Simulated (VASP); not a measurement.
A run of VASP 6.6.1:

The input INCAR:

```
SYSTEM = KI
PREC = Accurate
ENCUT = 520
EDIFF = 1E-6
ISMEAR = 0
SIGMA = 0.05
LREAL = .False.
LASPH = .True.
NELM = 60
ALGO = Normal
ISIF = 2
LWAVE = .False.
LCHARG = .True.
GGA = CA
LELF = .True.
LVHAR = .True.
NBANDS = 15
```

Contents of KPOINTS:

```
regular mesh
0
Gamma
  6 6 6
  0 0 0
```

The input POSCAR:

```
KI
1.0
    0.0000000000      3.5020028408      3.4109309835
    3.5020028408      0.0000000000      3.4109309835
    3.5020028408      3.5020028408      0.0000000000
K I
1 1
Direct
   -0.0434485484     -0.0434485484      0.0434485484
    0.5133861666      0.5133861666      0.4866138334
```

Potentials or basis: VASP PAW LDA potentials, release 64 (K_sv, I).

Command:

```sh
$ cat potpaw_LDA.64/K_sv/POTCAR potpaw_LDA.64/I/POTCAR > POTCAR
$ mpirun -np 1 vasp_std > vasp.out
```

Hardware: 1 thread of AMD EPYC 7R13, on a shared host.

Problem. How long does it take, and how much memory?

Solution. Wall time 66 s on 1 thread of AMD EPYC 7R13, with other jobs on the host, peak memory 0.17 GiB. Counts: scf iterations 12, k points 30.
